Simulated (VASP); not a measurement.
# MoS2 in VASP: settings compared

MoS2 is run at these levels: BLYP, RPBE, PBE; tasks: single point.

Everything below comes from runs of VASP 6.6.1. Logs are shortened: lines on timing, memory, paths and dates and some standing lists are left out, and cuts for length are marked.

**1. The cell of the first run**

The cell holds a slab with vacuum, 9 atoms: a = 3.184 Å, b = 3.184 Å, c = 28.387 Å, α = 90.00°, β = 90.00°, γ = 120.00°.

**2. Single point, BLYP**

INCAR reads:

```
SYSTEM = MoS2
PREC = Accurate ; ENCUT = 520
EDIFF = 1E-6 ; ISMEAR = -1
SIGMA = 0.05 ; LREAL = .FALSE.
LASPH = .TRUE. ; NELM = 60
ALGO = Normal ; ISIF = 2
LWAVE = .FALSE. ; LCHARG = .TRUE.
GGA = B5 ; ALDAX = 1.0
AGGAX = 1.0 ; AGGAC = 1.0
ALDAC = 0.0 ; LELF = .TRUE.
LVHAR = .TRUE. ; NBANDS = 49
```

KPOINTS reads:

```
regular mesh
0
G
  10 10 1
  0 0 0
```

POSCAR reads:

```
MoS2
1.0
    3.1840155185      0.0000000000      0.0000000000
   -1.5920077592      2.7574383250      0.0000000000
    0.0000000000      0.0000000000     28.3873198000
Mo S
3 6
Direct
    0.3333333333      0.6666666667      0.2281647700
    0.3333333333      0.6666666667      0.7718352300
    0.6666666667      0.3333333333      0.0000000000
    0.6666666667      0.3333333333      0.1734930900
    0.6666666667      0.3333333333      0.7171875100
    0.3333333333      0.6666666667      0.9453341200
    0.6666666667      0.3333333333      0.2828124900
    0.6666666667      0.3333333333      0.8265069100
    0.3333333333      0.6666666667      0.0546658800
```

Potentials or basis: VASP PAW PBE potentials, release 64 (Mo_sv, S).

On the command line:

```
> cat potpaw_PBE.64/Mo_sv/POTCAR potpaw_PBE.64/S/POTCAR > POTCAR
> mpirun -np 1 vasp_std > vasp.out
```

OUTCAR:

```text
SYSTEM = MoS2
   PREC = Accurate
   ENCUT = 520
   EDIFF = 1E-6
   ISMEAR = -1
   LREAL = .FALSE.
   LASPH = .TRUE.
   NELM = 60
   ISIF = 2
   GGA = B5

 ion  position               nearest neighbor table
   1  0.333  0.667  0.228-   7 2.41   7 2.41   7 2.41   4 2.41   4 2.41   4 2.41
   2  0.333  0.667  0.772-   5 2.41   5 2.41   5 2.41   8 2.41   8 2.41   8 2.41
   3  0.667  0.333  0.000-   6 2.41   9 2.41   6 2.41   9 2.41   6 2.41   9 2.41
   4  0.667  0.333  0.173-   1 2.41   1 2.41   1 2.41
   5  0.667  0.333  0.717-   2 2.41   2 2.41   2 2.41
   6  0.333  0.667  0.945-   3 2.41   3 2.41   3 2.41
   7  0.667  0.333  0.283-   1 2.41   1 2.41   1 2.41
   8  0.667  0.333  0.827-   2 2.41   2 2.41   2 2.41
   9  0.333  0.667  0.055-   3 2.41   3 2.41   3 2.41

  LATTYP: Found a hexagonal cell.
 ALAT       =     3.1840155185
 C/A-ratio  =     8.9155720615

  Lattice vectors:

 A1 = (   3.1840155185,   0.0000000000,   0.0000000000)
 A2 = (  -1.5920077592,   2.7574383250,   0.0000000000)
 A3 = (   0.0000000000,   0.0000000000,  28.3873198000)

Analysis of symmetry for initial positions (statically):
=====================================================================
 Subroutine PRICEL returns:
 Original cell was already a primitive cell.

 Routine SETGRP: Setting up the symmetry group for a
 hexagonal supercell.

 Subroutine GETGRP returns: Found 12 space group operations
 (whereof 12 operations were pure point group operations)
 out of a pool of 24 trial point group operations.

The static configuration has the point symmetry D_3h.

Analysis of symmetry for dynamics (positions and initial velocities):
=====================================================================
 Subroutine PRICEL returns:
 Original cell was already a primitive cell.

 Routine SETGRP: Setting up the symmetry group for a
 hexagonal supercell.

 Subroutine GETGRP returns: Found 12 space group operations
 (whereof 12 operations were pure point group operations)
 out of a pool of 24 trial point group operations.

The dynamic configuration has the point symmetry D_3h.

 Subroutine INISYM returns: Found 12 space group operations
 (whereof 12 operations are pure point group operations),
 and found     1 'primitive' translations

[... 92 lines left out ...]
   LNONCOLLINEAR =      F non collinear calculations
   LSORBIT =      F    spin-orbit coupling
   LASPH  =      T    aspherical Exc in radial PAW
   ENCUT  =  520.0 eV  38.22 Ry    6.18 a.u.   5.92  5.92 52.78*2*pi/ulx,y,z
   NELM   =     60;   NELMIN=  2; NELMDL= -5     # of ELM steps
   EDIFF  = 0.1E-05   stopping-criterion for ELM
   LREAL  =      F    real-space projection
[... 7 lines left out ...]
   TEBEG  =    0.0;   TEEND  =   0.0 temperature during run
   PSTRESS=    0.0 pullay stress
   NELECT =      78.0000    total number of electrons
   NUPDOWN=      -1.0000    fix difference up-down
   EMIN   =  10.00;   EMAX   =-10.00  energy-range for DOS
   EFERMI =   0.00;   METHOD = LEGACY
   ISMEAR =    -1;   SIGMA  =   0.05  broadening in eV -4-tet -1-fermi 0-gaus
   EFERMI_NEDOS =   21; number of points for ismear=-14 and -15
   IALGO  =     38    algorithm
   IMIX   =      4    mixing-type and parameters
     AMIX     =   0.40;   BMIX     =  1.00
     AMIX_MAG =   1.60;   BMIX_MAG =  1.00
  volume/ion in A,a.u.               =      27.69       186.88
  Fermi-wavevector in a.u.,A,eV,Ry     =   1.111487  2.100407 16.808697  1.235404
  Thomas-Fermi vector in A             =   2.248051
   LORBIT       =      0    0 simple, 1 ext, 2 COOP (PROOUT), +10 PAW based schemes
   GGA     = B5    functional components
   LHFCALC =     F    Hartree Fock is set to
   AEXX    =    0.0000 exact exchange contribution
   IVDW    =     0    specifies the selected vdW correction
   LEPSILON=     F    determine dielectric tensor
   LRPA    =     F    only Hartree local field effects (RPA)
 non-spin polarized calculation
  energy-cutoff  :      520.00
  volume of cell :      249.23
 maximum number of plane-waves:      6760
 NGX is ok and might be reduce to    24
   NGX = 11   NGY = 11   NGZ =105

 number of electron      77.9999999 magnetization

 Free energy of the ion-electron system (eV)
  ---------------------------------------------------
  ext. energy  EPLUGINS =         0.00000000
  ---------------------------------------------------
  free energy    TOTEN  =       -57.84622750 eV

  energy without entropy =      -57.84622721  energy(sigma->0) =      -57.84622736

 E-fermi :   3.6611     XC(G=0):  -7.0205

 val. band max:        3.0792540965   @ k =   0.0000   0.0000   0.0000
 cond. band min:       4.3792405177   @ k =   0.3000   0.3000   0.0000
 fundamental gap:      1.2999864211
 Fermi energy:         3.6610506974

 k-point     1 :       0.0000    0.0000    0.0000
  band No.  band energies     occupation
      1     -58.0755      2.00000
      2     -58.0737      2.00000
      3     -58.0737      2.00000
      4     -32.3297      2.00000
      5     -32.3277      2.00000
      6     -32.3277      2.00000
[... 717 lines left out ...]
     48       6.0471      0.00000
     49       7.3023      0.00000

------------------------ aborting loop because EDIFF is reached ----------------------------------------

  FORCE on cell =-STRESS in cart. coord.  units (eV):
  Direction    XX          YY          ZZ          XY          YZ          ZX
  --------------------------------------------------------------------------------------
  -------------------------------------------------------------------------------------
  Total        8.9892166      8.9892166      7.5619319      0.0000000     -0.0000000     -0.0000000
  in kB       57.7865881     57.7865881     48.6113821      0.0000000     -0.0000000     -0.0000000
  external PRESSURE =      54.7281861 kB  Pullay stress =       0.0000000 kB

 VOLUME and BASIS-vectors are now :
 -----------------------------------------------------------------------------
  energy-cutoff  :      520.00
  volume of cell :      249.23
      direct lattice vectors                 reciprocal lattice vectors
     3.184015518  0.000000000  0.000000000     0.314068821  0.181327718  0.000000000
    -1.592007759  2.757438325  0.000000000     0.000000000  0.362655437  0.000000000
     0.000000000  0.000000000 28.387319800     0.000000000  0.000000000  0.035226996

 POSITION                                       TOTAL-FORCE (eV/Angst)
 -----------------------------------------------------------------------------------
     -0.00000      1.83829      6.47699        -0.000000      0.000000      0.009450
     -0.00000      1.83829     21.91033         0.000000      0.000000     -0.009450
      1.59201      0.91915      0.00000         0.000000     -0.000000      0.000000
      1.59201      0.91915      4.92500         0.000000     -0.000000     -0.617638
      1.59201      0.91915     20.35903        -0.000000     -0.000000     -0.729397
     -0.00000      1.83829     26.83550        -0.000000     -0.000000     -0.619974
      1.59201      0.91915      8.02829         0.000000     -0.000000      0.729397
      1.59201      0.91915     23.46232         0.000000     -0.000000      0.617638
     -0.00000      1.83829      1.55182         0.000000     -0.000000      0.619974
 -----------------------------------------------------------------------------------
    total drift:                                0.000000     -0.000000      0.000000

  FREE ENERGIE OF THE ION-ELECTRON SYSTEM (eV)
  ---------------------------------------------------
  free  energy   TOTEN  =       -57.8462275017 eV

  energy  without entropy=      -57.8462272093  energy(sigma->0) =      -57.84622736
```

OSZICAR:

```text
N       E                     dE             d eps       ncg     rms          rms(c)
DAV:   1     0.706090635919E+03    0.70609E+03   -0.42574E+04  1580   0.143E+03
DAV:   2    -0.147435811437E+02   -0.72083E+03   -0.69721E+03  1678   0.360E+02
DAV:   3    -0.610967253955E+02   -0.46353E+02   -0.45334E+02  1720   0.813E+01
[... 15 lines left out ...]
DAV:  19    -0.578461935330E+02   -0.18600E-04   -0.30657E-05  1288   0.328E-02    0.409E-03
DAV:  20    -0.578462135119E+02   -0.19979E-04   -0.50682E-05  1288   0.294E-02    0.298E-03
DAV:  21    -0.578462181964E+02   -0.46845E-05   -0.44937E-06  1248   0.943E-03    0.283E-03
DAV:  22    -0.578462252608E+02   -0.70644E-05   -0.15243E-05  1264   0.166E-02    0.153E-03
DAV:  23    -0.578462282370E+02   -0.29762E-05   -0.83395E-06  1256   0.150E-02    0.922E-04
DAV:  24    -0.578462275017E+02    0.73533E-06   -0.93478E-07  1048   0.484E-03
   1 F= -.57846228E+02 E0= -.57846227E+02  d E =-.292360E-06
```

Wall time 6.6 min (1 thread of Intel Xeon Platinum 8259CL at 2.50GHz (Skylake/Cascade Lake), shared host); peak memory 0.4 GiB.

What came out:

| Property | Result |
| --- | --- |
| Free energy | -57.8462 eV |
| Largest force | 0.729 eV/Å |
| Band gap on the k mesh | 1.30 eV (least direct gap 1.87 eV) |

Forces in eV/Å, atoms in the order of the input:
```
Mo   0.000  0.000  0.009
Mo   0.000  0.000 -0.009
Mo   0.000  0.000  0.000
S    0.000  0.000 -0.618
S    0.000  0.000 -0.729
S    0.000  0.000 -0.620
S    0.000  0.000  0.729
S    0.000  0.000  0.618
S    0.000  0.000  0.620
```

Caveat: there is no dipole correction, which matters where the two faces differ; the PAW data sets were made with another functional, which shifts forces and pressure a little.

**3. Single point, RPBE**

INCAR reads:

```
PREC     = Accurate       # precision mode
ENCUT    = 500            # plane-wave cutoff, eV
EDIFF    = 1E-6           # SCF threshold, eV
ISMEAR   = -1             # smearing method
SIGMA    = 0.05           # smearing width, eV
LREAL    = False          # projectors in reciprocal space
LASPH    = True           # aspherical terms in the spheres
NELM     = 120            # most SCF steps
ALGO     = Normal         # electronic algorithm
ISIF     = 2              # what is computed and relaxed
LWAVE    = False          # write WAVECAR
LCHARG   = False          # write CHGCAR
GGA      = RP             # functional
NBANDS   = 49             # bands
GGA_COMPAT= False
```

KPOINTS reads:

```
Automatic mesh
0
Gamma
  10 10 1
```

POSCAR is that of step 2.

Potentials or basis: VASP PAW PBE potentials, release 64 (Mo_sv, S).

On the command line:

```
> cat potpaw_PBE.64/Mo_sv/POTCAR potpaw_PBE.64/S/POTCAR > POTCAR
> mpirun -np 1 vasp_std > vasp.out
```

Run time: 6 min. Hardware: 1 thread of AMD EPYC 7R43 (Zen 3), shared host; peak memory 0.35 GiB.

It converged, with:

```
Free energy            : -61.7893 eV
Largest force          : 0.371 eV/Å
Band gap on the k mesh : 1.33 eV (least direct gap 1.88 eV)
```

Forces on the atoms (eV/Å):
```
Mo   0.000  0.000  0.010
Mo   0.000  0.000 -0.010
Mo   0.000  0.000  0.000
S    0.000  0.000 -0.235
S    0.000  0.000 -0.371
S    0.000  0.000 -0.237
S    0.000  0.000  0.371
S    0.000  0.000  0.235
S    0.000  0.000  0.237
```

Levels at points of the mesh, in eV from the valence-band top:
```tsv
k point	band 37	band 38	band 39	band 40	band 41	band 42
(0.00, 0.00, 0.00)	-0.61	-0.26	0.00	2.31	2.31	2.32
(0.50, 0.00, 0.00)	-1.10	-1.07	-1.05	1.79	1.80	1.81
```

Caveat: there is no dipole correction, which matters where the two faces differ; the PAW data sets were made with another functional, which shifts forces and pressure a little.

**4. Single point, PBE (atoms moved at random)**

INCAR reads:

```
SYSTEM = MoS2
ALGO = Normal
EDIFF = 1E-7
ENCUT = 520
GGA = PE
ISIF = 2
ISMEAR = -1
LASPH = .TRUE.
LCHARG = .FALSE.
LREAL = .FALSE.
LWAVE = .FALSE.
NBANDS = 49
NELM = 60
PREC = Accurate
SIGMA = 0.05
```

KPOINTS reads:

```
k-points
0
G
  10 10 1
  0 0 0
```

POSCAR reads:

```
MoS2
1.0
    3.1840155185      0.0000000000      0.0000000000
   -1.5920077592      2.7574383250      0.0000000000
    0.0000000000      0.0000000000     28.3873198000
Mo S
3 6
Direct
    0.3449470000      0.6646980000      0.2286530000
    0.3282070000      0.6817700000      0.7723530000
    0.6658680000      0.3319590000      0.0016810000
    0.6710360000      0.3426620000      0.1738930000
    0.6713100000      0.3406660000      0.7165420000
    0.3361460000      0.6737070000      0.9449390000
    0.6533420000      0.3245620000      0.2825100000
    0.6776040000      0.3365640000      0.8278660000
    0.3431790000      0.6738580000      0.0526010000
```

On the command line:

```
> cat potpaw_PBE.64/Mo_sv/POTCAR potpaw_PBE.64/S/POTCAR > POTCAR
> mpirun -np 1 vasp_std > vasp.out
```

Wall time 17 min (1 thread of Intel Xeon Platinum 8259CL at 2.50GHz (Skylake/Cascade Lake), shared host); peak memory 0.65 GiB.

Results (log left out):

| Item | Value |
| --- | --- |
| Free energy | -65.3058 eV |
| Largest force | 2.684 eV/Å |
| Band gap on the k mesh | 1.07 eV (least direct gap 1.73 eV) |

Forces in eV/Å, atoms in the order of the input:
```
Mo  -1.124  0.120 -0.407
Mo   1.056 -0.500 -0.170
Mo   0.233  0.500 -2.627
S    0.435 -0.279 -0.196
S   -0.420  0.208  0.355
S    0.005 -0.204  0.571
S    0.689  0.159  0.649
S   -0.637  0.291 -0.244
S   -0.238 -0.295  2.069
```

Levels at points of the mesh, in eV from the valence-band top:
```
           k point  band 37  band 38  band 39  band 40  band 41  band 42
(0.00, 0.00, 0.00)    -0.69    -0.45     0.00     1.82     1.93     1.96
(0.50, 0.00, 0.00)    -1.19    -1.14    -1.01     1.61     1.62     1.76
(0.00, 0.50, 0.00)    -1.25    -1.16    -1.03     1.57     1.62     1.72
(0.50, 0.50, 0.00)    -1.22    -1.17    -1.13     1.60     1.67     1.69
```

Caveat: the cell differs from its parent crystal (atoms moved at random); there is no dipole correction, which matters where the two faces differ.

**5. Summary**

| level | cell | cutoff (eV) | gap on the mesh (eV) | largest force (eV/Å) |
| --- | --- | --- | --- | --- |
| BLYP | as given, atomic positions A | 520 | 1.30 | 0.73 |
| RPBE | as given, atomic positions A | 500 | 1.33 | 0.37 |
| PBE | as given, atomic positions B | 520 | 1.07 | 2.68 |

Alike in all rows: task single point; potentials or basis VASP PAW PBE potentials, release 64 (Mo_sv, S); no spin polarisation; k mesh 10 × 10 × 1; smearing fermi-dirac 0.05 eV.

Caveats: there is no dipole correction, which matters where the two faces differ; the PAW data sets were made with another functional, which shifts forces and pressure a little (at least some runs).

Absolute energies hang on the potentials; compare differences alone.
